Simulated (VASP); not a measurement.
# Al (Fm-3m) in VASP: single point with PBE

Aim: the single point of Al with PBE.

Program: VASP 6.6.1. These are calculated values, not measurements. Logs are shortened: lines on timing, memory, paths and dates and some standing lists are left out, and cuts for length are marked.

## Step 1: The cell of the first run

It takes space group Fm-3m (No. 225, cubic). The conventional cell has a = 4.041 Å, b = 4.041 Å, c = 4.041 Å, α = 90.00°, β = 90.00°, γ = 90.00°. Al (site symmetry m-3m) has 12 Al at 2.86 Å within 3.8 Å.

## Step 2: Single point, PBE

INCAR reads:

```
PREC     = Accurate       # precision mode
ENCUT    = 520            # plane-wave cutoff, eV
EDIFF    = 1E-7           # SCF threshold, eV
ISMEAR   = 0              # smearing method
SIGMA    = 0.1            # smearing width, eV
LREAL    = F              # projectors in reciprocal space
LASPH    = T              # aspherical terms in the spheres
NELM     = 60             # most SCF steps
ALGO     = Fast           # electronic algorithm
ISIF     = 2              # what is computed and relaxed
LWAVE    = F              # write WAVECAR
LCHARG   = F              # write CHGCAR
GGA      = PE             # functional
NBANDS   = 8              # bands
```

KPOINTS reads:

```
regular mesh
0
Gamma
  60 60 60
```

POSCAR reads:

```
Al
1.0
    0.0000000000      2.0202975148      2.0202975148
    2.0202975148      0.0000000000      2.0202975148
    2.0202975148      2.0202975148      0.0000000000
Al
1
Direct
    0.0000000000      0.0000000000      0.0000000000
```

Potentials or basis: VASP PAW PBE potentials, release 64 (Al).

Started as:

```
> cat potpaw_PBE.64/Al/POTCAR > POTCAR
> mpirun -np 1 vasp_std > vasp.out
```

OUTCAR:

```text
PREC = Accurate
   ENCUT = 520
   EDIFF = 1E-7
   ISMEAR = 0
   LREAL = F
   LASPH = T
   NELM = 60
   ISIF = 2
   GGA = PE

 ion  position               nearest neighbor table
   1  0.000  0.000  0.000-

  LATTYP: Found a face centered cubic cell.
 ALAT       =     4.0405950296

  Lattice vectors:

 A1 = (   0.0000000000,   2.0202975148,   2.0202975148)
 A2 = (   2.0202975148,   0.0000000000,   2.0202975148)
 A3 = (   2.0202975148,   2.0202975148,   0.0000000000)

Analysis of symmetry for initial positions (statically):
=====================================================================
 Subroutine PRICEL returns:
 Original cell was already a primitive cell.

 Routine SETGRP: Setting up the symmetry group for a
 face centered cubic supercell.

 Subroutine GETGRP returns: Found 48 space group operations
 (whereof 48 operations were pure point group operations)
 out of a pool of 48 trial point group operations.

The static configuration has the point symmetry O_h .

Analysis of symmetry for dynamics (positions and initial velocities):
=====================================================================
 Subroutine PRICEL returns:
 Original cell was already a primitive cell.

 Routine SETGRP: Setting up the symmetry group for a
 face centered cubic supercell.

 Subroutine GETGRP returns: Found 48 space group operations
 (whereof 48 operations were pure point group operations)
 out of a pool of 48 trial point group operations.

The dynamic configuration has the point symmetry O_h .

 Subroutine INISYM returns: Found 48 space group operations
 (whereof 48 operations are pure point group operations),
 and found     1 'primitive' translations

----------------------------------------------------------------------------------------

                                     Primitive cell

  volume of cell :      16.4921

  direct lattice vectors                    reciprocal lattice vectors
     0.000000000  2.020297515  2.020297515    -0.247488301  0.247488301  0.247488301
     2.020297515  0.000000000  2.020297515     0.247488301 -0.247488301  0.247488301
     2.020297515  2.020297515  0.000000000     0.247488301  0.247488301 -0.247488301

  length of vectors
     2.857132145  2.857132145  2.857132145     0.428662312  0.428662312  0.428662312

  position of ions in fractional coordinates (direct lattice)
     0.000000000  0.000000000  0.000000000

  ion indices of the primitive-cell ions
   primitive index   ion index
                 1           1

----------------------------------------------------------------------------------------

 KPOINTS: regular mesh

Automatic generation of k-mesh.
 Grid dimensions read from file:
 generate k-points for:   60   60   60

 Generating k-lattice:

  Cartesian coordinates                     Fractional coordinates (reciprocal lattice)
    -0.004124805  0.004124805  0.004124805     0.016666667  0.000000000  0.000000000
     0.004124805 -0.004124805  0.004124805     0.000000000  0.016666667  0.000000000
     0.004124805  0.004124805 -0.004124805     0.000000000  0.000000000  0.016666667

  Length of vectors
     0.007144372  0.007144372  0.007144372

  Shift w.r.t. Gamma in fractional coordinates (k-lattice)
     0.000000000  0.000000000  0.000000000

 Subroutine IBZKPT returns following result:
 ===========================================

 Found   5216 irreducible k-points:

 Following reciprocal coordinates:
            Coordinates               Weight
  0.000000  0.000000  0.000000      1.000000
  0.016667  0.000000  0.000000      8.000000
  0.033333  0.000000  0.000000      8.000000
  0.050000  0.000000  0.000000      8.000000
  0.066667  0.000000  0.000000      8.000000
  0.083333  0.000000  0.000000      8.000000
[... 16 lines left out ...]
  0.366667  0.000000  0.000000      8.000000
  0.383333  0.000000  0.000000      8.000000
 [... further k-points ...]
   k-points           NKPTS =   5216   k-points in BZ     NKDIM =   5216   number of bands    NBANDS=      8
   number of dos      NEDOS =    301   number of ions     NIONS =      1
   total plane-waves  NPLWV =  13824
   dimension x,y,z NGX =    24 NGY =   24 NGZ =   24
   dimension x,y,z NGXF=    48 NGYF=   48 NGZF=   48
   ions per type =               1
   NGX,Y,Z   is equivalent  to a cutoff of  13.96, 13.96, 13.96 a.u.
   NGXF,Y,Z  is equivalent  to a cutoff of  27.93, 27.93, 27.93 a.u.
 SYSTEM =  unknown system
   PREC   = accura    normal or accurate (medium, high low for compatibility)
   ISTART =      0    job   : 0-new  1-cont  2-samecut
   ICHARG =      2    charge: 1-file 2-atom 10-const
   ISPIN  =      1    spin polarized calculation?
   LNONCOLLINEAR =      F non collinear calculations
   LSORBIT =      F    spin-orbit coupling
   LASPH  =      T    aspherical Exc in radial PAW
   ENCUT  =  520.0 eV  38.22 Ry    6.18 a.u.   5.31  5.31  5.31*2*pi/ulx,y,z
   NELM   =     60;   NELMIN=  2; NELMDL= -5     # of ELM steps
   EDIFF  = 0.1E-06   stopping-criterion for ELM
   LREAL  =      F    real-space projection
   EDIFFG = 0.1E-05   stopping-criterion for IOM
   NSW    =      0    number of steps for IOM
   IBRION =     -1    ionic relax: 0-MD 1-quasi-New 2-CG
   NFREE  =      0    steps in history (QN), initial steepest desc. (CG)
   ISIF   =      2    stress and relaxation
   ISYM   =      2    0-nonsym 1-usesym 2-fastsym
   POTIM  = 0.5000    time-step for ionic-motion
   TEBEG  =    0.0;   TEEND  =   0.0 temperature during run
   PSTRESS=    0.0 pullay stress
   NELECT =       3.0000    total number of electrons
   NUPDOWN=      -1.0000    fix difference up-down
   EMIN   =  10.00;   EMAX   =-10.00  energy-range for DOS
   EFERMI =   0.00;   METHOD = LEGACY
   ISMEAR =     0;   SIGMA  =   0.10  broadening in eV -4-tet -1-fermi 0-gaus
   EFERMI_NEDOS =   21; number of points for ismear=-14 and -15
   IALGO  =     68    algorithm
   IMIX   =      4    mixing-type and parameters
     AMIX     =   0.40;   BMIX     =  1.00
     AMIX_MAG =   1.60;   BMIX_MAG =  1.00
  volume/ion in A,a.u.               =      16.49       111.29
  Fermi-wavevector in a.u.,A,eV,Ry     =   0.927591  1.752893 11.706797  0.860425
  Thomas-Fermi vector in A             =   2.053677
   LORBIT       =      0    0 simple, 1 ext, 2 COOP (PROOUT), +10 PAW based schemes
   GGA     = PE    functional components
   LHFCALC =     F    Hartree Fock is set to
   AEXX    =    0.0000 exact exchange contribution
   IVDW    =     0    specifies the selected vdW correction
   LEPSILON=     F    determine dielectric tensor
   LRPA    =     F    only Hartree local field effects (RPA)
 non-spin polarized calculation
 RMM-DIIS sequential band-by-band and
 Gauss-broadening in eV      SIGMA  =   0.10
  energy-cutoff  :      520.00
  volume of cell :       16.49
 maximum number of plane-waves:       459
 NGX is ok and might be reduce to    24
   NGX = 11   NGY = 11   NGZ = 11

 number of electron       3.0000000 magnetization

 Free energy of the ion-electron system (eV)
  ---------------------------------------------------
  ext. energy  EPLUGINS =         0.00000000
  ---------------------------------------------------
  free energy    TOTEN  =        -3.74707200 eV

  energy without entropy =       -3.74507410  energy(sigma->0) =       -3.74607305

 E-fermi :   8.0149     XC(G=0): -10.1984

 val. band max:        8.0147167005   @ k =  -0.4500   0.4333   0.0833
 cond. band min:       8.0156610074   @ k =  -0.3000   0.4333   0.1333
 fundamental gap:      0.0009443069
 Fermi energy:         8.0148730931

 k-point     1 :       0.0000    0.0000    0.0000
  band No.  band energies     occupation
      1      -3.1327      2.00000
      2      20.6269      0.00000
      3      20.6269      0.00000
      4      20.6269      0.00000
      5      22.1224      0.00000
      6      22.1224      0.00000
      7      22.1224      0.00000
      8      24.4743      0.00000

 k-point     2 :       0.0167    0.0000    0.0000
  band No.  band energies     occupation
      1      -3.1251      2.00000
      2      20.4103      0.00000
      3      20.5913      0.00000
      4      20.5913      0.00000
      5      22.1699      0.00000
      6      22.1699      0.00000
      7      22.2531      0.00000
      8      24.5547      0.00000

 k-point     3 :       0.0333    0.0000    0.0000
  band No.  band energies     occupation
      1      -3.1025      2.00000
      2      19.9197      0.00000
      3      20.4960      0.00000
      4      20.4960      0.00000
      5      22.3007      0.00000
      6      22.3007      0.00000
      7      22.4832      0.00000
      8      24.7989      0.00000

 k-point     4 :       0.0500    0.0000    0.0000
  band No.  band energies     occupation
      1      -3.0647      2.00000
      2      19.3207      0.00000
      3      20.3640      0.00000
      4      20.3640      0.00000
      5      22.4915      0.00000
      6      22.4915      0.00000
      7      22.6574      0.00000
      8      25.1970      0.00000

 k-point     5 :       0.0667    0.0000    0.0000
  band No.  band energies     occupation
      1      -3.0118      2.00000
      2      18.6765      0.00000
      3      20.2142      0.00000
      4      20.2142      0.00000
      5      22.7223      0.00000
      6      22.7223      0.00000
      7      22.7506      0.00000
      8      25.7114      0.00000
[... 177 lines left out ...]
 k-point    22 :       0.3500    0.0000    0.0000
  band No.  band energies     occupation
      1       0.1614      2.00000
      2       7.9466      1.66542
      3      18.7873      0.00000
      4      18.7873      0.00000
      5      21.1240      0.00000
      6      21.1240      0.00000
      7      22.3693      0.00000
      8      25.0821      0.00000

 k-point    23 :       0.3667    0.0000    0.0000
  band No.  band energies     occupation
      1       0.4786      2.00000
      2       7.4046      2.00000
      3      18.8095      0.00000
      4      18.8095      0.00000
      5      20.8881      0.00000
      6      20.8881      0.00000
      7      22.4107      0.00000
      8      24.8299      0.00000

 k-point    24 :       0.3833    0.0000    0.0000
  band No.  band energies     occupation
      1       0.8098      2.00000
      2       6.8748      2.00000
      3      18.8443      0.00000
      4      18.8443      0.00000
      5      20.6641      0.00000
      6      20.6641      0.00000
      7      22.4646      0.00000
      8      24.5880      0.00000

 [... further k-points ...]

------------------------ aborting loop because EDIFF is reached ----------------------------------------

  FORCE on cell =-STRESS in cart. coord.  units (eV):
  Direction    XX          YY          ZZ          XY          YZ          ZX
  --------------------------------------------------------------------------------------
  -------------------------------------------------------------------------------------
  Total       -0.0045927     -0.0045927     -0.0045927     -0.0000000     -0.0000000      0.0000000
  in kB       -0.4461740     -0.4461740     -0.4461740     -0.0000000     -0.0000000      0.0000000
  external PRESSURE =      -0.4461740 kB  Pullay stress =       0.0000000 kB

 VOLUME and BASIS-vectors are now :
 -----------------------------------------------------------------------------
  energy-cutoff  :      520.00
  volume of cell :       16.49
      direct lattice vectors                 reciprocal lattice vectors
     0.000000000  2.020297515  2.020297515    -0.247488301  0.247488301  0.247488301
     2.020297515  0.000000000  2.020297515     0.247488301 -0.247488301  0.247488301
     2.020297515  2.020297515  0.000000000     0.247488301  0.247488301 -0.247488301

 POSITION                                       TOTAL-FORCE (eV/Angst)
 -----------------------------------------------------------------------------------
      0.00000      0.00000      0.00000         0.000000      0.000000     -0.000000
 -----------------------------------------------------------------------------------
    total drift:                                0.000000     -0.000000     -0.000000

  FREE ENERGIE OF THE ION-ELECTRON SYSTEM (eV)
  ---------------------------------------------------
  free  energy   TOTEN  =        -3.7470720019 eV

  energy  without entropy=       -3.7450740990  energy(sigma->0) =       -3.74607305
```

Run time: 13 min. Hardware: 1 thread of Oxide Virtual Turin-like, shared host; peak memory 0.63 GiB.

Results:

```yaml
Free_energy: -3.7471 eV
Pressure: 0.0 GPa
Band_gap_on_the_k_mesh: zero (an odd number of electrons rules out a gap without spin polarisation)
```

Levels at points of the mesh, in eV from the Fermi level:
| k point | band 1 | band 2 | band 3 | band 4 |
| --- | --- | --- | --- | --- |
| (0.00, 0.00, 0.00) | -11.15 | 12.61 | 12.61 | 12.61 |
| (0.50, 0.00, 0.00) | -4.60 | -4.39 | 11.41 | 11.41 |
| (0.50, 0.50, 0.00) | -2.93 | -1.61 | 5.25 | 5.59 |
